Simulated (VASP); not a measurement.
A run of VASP 6.6.1:

File INCAR:

```
ALGO = Normal
EDIFF = 1E-6
ENCUT = 520
GGA = PE
ISIF = 2
ISMEAR = 0
LASPH = T
LCHARG = T
LELF = T
LREAL = F
LVHAR = T
LWAVE = F
NBANDS = 31
NELM = 80
PREC = Accurate
SIGMA = 0.05
```

File KPOINTS:

```
k-points
0
Gamma
  10 10 3
```

The input POSCAR:

```
C
1.0
   -2.5194924611      0.0000000000      0.0000000000
   -1.2597462306     -2.1819444760      0.0000000000
   -0.3150625322     -0.1819014378     10.3668212017
C
10
Direct
   -0.3394437676     -0.3394437676      0.8741755410
    0.6729737876      0.6729737876      0.7252244590
    0.0562836709      0.0562836709      0.1257456505
    0.6939463491      0.6939463491      0.4736543495
    0.0438575570      0.0438575570      0.2747993967
    0.7063724630      0.7063724630      0.3246006033
   -0.0102872111     -0.0102872111      0.9242768224
    0.3438172311      0.3438172311      0.6751231776
    0.3937925375      0.3937925375      0.0756592868
    0.3564374825      0.3564374825      0.5237407132
```

Potentials or basis: VASP PAW PBE potentials, release 64 (C).

Run with:

```sh
$ cat potpaw_PBE.64/C/POTCAR > POTCAR
$ mpirun -np 1 vasp_std > vasp.out
```

Hardware: 1 thread of Intel(R) Xeon(R) 6975P-C (Granite Rapids), with other jobs on the host.

Q: How long does it take, and how much memory?

A: Run time: 83 s on 1 thread of Intel(R) Xeon(R) 6975P-C (Granite Rapids), on a shared host, peak memory 0.21 GiB. Counts: scf iterations 14, k points 86.
